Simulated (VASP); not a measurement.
ScCu, 2 atoms in the cell. The structure is cubic, space group Pm-3m (No. 221). Conventional cell: a = 2.878 Å, b = 2.878 Å, c = 2.878 Å, α = 90.00°, β = 90.00°, γ = 90.00°. Sc (site symmetry m-3m) has 8 Cu at 2.49 Å and 6 Sc at 2.88 Å within 3.3 Å. Cu (site symmetry m-3m) has 8 Sc at 2.49 Å and 6 Cu at 2.88 Å within 3.3 Å. 

| Item | Value |
| --- | --- |
| Program | VASP 6.6.1 |
| Task | electric field gradients |
| Functional | PBEsol |
| Potentials or basis | VASP PAW PBE potentials, release 64 (Sc_sv, Cu) |
| Cutoff | 520 eV |
| k mesh | 11 × 11 × 11 |
| Occupations | fermi-dirac, width 0.05 eV |
| Spin | no spin polarisation |
| Dipole correction | no |
| Further INCAR settings | ALGO = Normal; EDIFF = 1e-08; NBANDS = 18 |

Potentials or basis: VASP PAW PBE potentials, release 64 (Sc_sv, Cu).

The run is started by

```console
$ cat potpaw_PBE.64/Sc_sv/POTCAR potpaw_PBE.64/Cu/POTCAR > POTCAR
$ mpirun -np 1 vasp_std > vasp.out
```

Hardware: 1 thread of Intel(R) Xeon(R) 6975P-C (Granite Rapids), on a shared host.

Q: How long does it take, and how much memory?

A: Wall time 13 s on 1 thread of Intel(R) Xeon(R) 6975P-C (Granite Rapids), on a shared host, peak memory 0.15 GiB. Counts: scf iterations 17, k points 56.
